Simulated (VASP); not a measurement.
RbBr:

```
Rb Br
1.0
     0.00000    3.55531    3.46083
     3.55531    0.00000    3.46083
     3.55531    3.55531    0.00000
Rb Br
1 1
Direct
  0.00000 0.00000 0.00000
  0.50000 0.50000 0.50000
```

This cell differs from its parent crystal: biaxial xy strain +2.7%.

Base run:

| Item | Value |
| --- | --- |
| Program | VASP 6.6.1 |
| Functional | r2SCAN |
| Potentials or basis | VASP PAW PBE potentials, release 64 (Rb_sv, Br) |
| Cutoff | 520 eV |
| k mesh | 6 × 6 × 6 |
| Occupations | gaussian, width 0.01 eV |
| Spin | no spin polarisation |

Its results: band gap on the k mesh 4.74 eV, direct; pressure -0.6 GPa.

**Question.** The run is repeated on the same cell with these changes: functional from r2SCAN to PBE; occupations from gaussian, width 0.01 eV to fermi-dirac, width 0.02 eV. What comes out?

**Answer.** Band gap on the k mesh 4.14 eV, direct; pressure -0.1 GPa.

Caveats: the PAW data sets were made with another functional, which shifts forces and pressure a little (some runs).

